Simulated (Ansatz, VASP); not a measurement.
One calculation of NiO, two programs

```xyz
2
Lattice="0.0000 2.0719 2.0719 2.0719 0.0000 2.0719 2.0719 2.0719 0.0000" Properties=species:S:1:pos:R:3 pbc="T T T"
Ni    0.0000    0.0000    0.0000
O     2.0719    2.0719    2.0719
```

Alike in both runs: task single point; functional PBE exchange alone; k mesh 11 × 11 × 11; occupations fermi-dirac, width 0.05 eV; collinear spin.

```csv
,VASP,Ansatz
version,VASP 6.6.1,Ansatz 0.2.0
potentials or method,"VASP PAW PBE potentials, release 64 (Ni, O)",Ansatz PAW
plane-wave cutoff (eV),520,420
valence electrons in the cell,16,24
```

|  | VASP | Ansatz | Ansatz less VASP |
| --- | --- | --- | --- |
| gap on the k mesh at the Fermi level (eV) | none | none | - |
| net moment per atom (μB) | 0.93 | 0.94 | +0.011 |
| size of the moment on the site where the two differ most (μB) | 0.29 | 0.31 | +0.021 |

VASP's potentials were made for PBE, not for PBE exchange alone. Site moments also hang on the region over which each program counts them. A gap of «none» marks a metal or a gap that the smearing closes. VASP's potentials hold 16 valence electrons a cell and Ansatz's 24, so a difference there can come from the potentials and not from the codes.
